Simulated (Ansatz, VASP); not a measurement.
**BaMn3: VASP beside Ansatz**

The input INCAR:

```
SYSTEM = BaMn3
  PREC = Accurate
  ENCUT = 600
  EDIFF = 1E-6
  ISMEAR = 0
  SIGMA = 0.1
  LREAL = .False.
  LASPH = .True.
  NELM = 150
  ALGO = Normal
  ISIF = 3
  LWAVE = .False.
  LCHARG = .False.
  ISPIN = 2
  MAGMOM = 0 3.77 3.77 3.77
  LORBIT = 11
  LMAXMIX = 4
  GGA = PE
  IBRION = 2
  NSW = 90
  EDIFFG = -0.04
```

Contents of KPOINTS:

```
regular mesh
0
Gamma
  4 4 4
  0 0 0
```

Contents of POSCAR:

```
BaMn3
1.0
    4.2171094157      0.0000000000      0.0000000000
    0.0000000000      4.2171094157      0.0000000000
    0.0000000000      0.0000000000      4.2171094157
Ba Mn
1 3
Direct
    0.0000000000      0.0000000000      0.0000000000
    0.0000000000      0.5000000000      0.5000000000
    0.5000000000      0.0000000000      0.5000000000
    0.5000000000      0.5000000000      0.0000000000
```

Input for Ansatz:

```yaml
crystal:
  lattice:
    - [4.2171094157, 0.0, 0.0]
    - [0.0, 4.2171094157, 0.0]
    - [0.0, 0.0, 4.2171094157]
  atoms:
    - { symbol: Ba, position: [0.0, 0.0, 0.0] }
    - { symbol: Mn, position: [0.0, 0.5, 0.5], spin: 3.77 }
    - { symbol: Mn, position: [0.5, 0.0, 0.5], spin: 3.77 }
    - { symbol: Mn, position: [0.5, 0.5, 0.0], spin: 3.77 }
basis:
  ecutwfc: 420
kpoints:
  mp_grid: { grid: [4, 4, 4] }
hamiltonian:
  xc: pbe
scf:
  occupations: { method: gaussian, width: 0.1 }
  lower_state_search: "off"
output:
  forces: true
  stress: true
  eigenvalues: true
  populations: true
magnetization:
  spin_polarized: true
relax:
  adjacent_minimum: "off"
  f_tol: 0.04
  max_steps: 70
  cell: { stress_tol: 0.4 }
```

Alike in both runs: task relaxation of cell and atoms; functional PBE; k mesh 4 × 4 × 4; occupations gaussian, width 0.1 eV; collinear spin.

|  | VASP | Ansatz |
| --- | --- | --- |
| version | VASP 6.6.1 | Ansatz 0.2.0 |
| potentials or method | VASP PAW PBE potentials, release 64 (Ba_sv, Mn_pv), cutoff 600 eV | scalar-relativistic, plane waves, PAW |
| valence electrons in the cell | 49 | 55 |

```csv
,VASP,Ansatz,Ansatz less VASP
"gap on the k mesh at the Fermi level, each at its own relaxed structure (eV)",none,none,-
net moment per atom (μB),2.59,2.58,-0.015
size of the moment on the site where the two differ most (μB),0.17,0.08,-0.096
relaxed volume (Å³/atom),20.87,20.27,-0.602
relaxed cell length with the largest relative difference (Å),4.370,4.328,-0.0424
```

Site moments also hang on the region over which each program counts them. A gap of «none» marks a metal or a gap that the smearing closes. VASP's potentials hold 49 valence electrons a cell and Ansatz's 55, so a difference there can come from the potentials and not from the codes.

The k mesh is coarse, so the values compare programs but aren't converged. Neither program's run includes spin-orbit coupling.
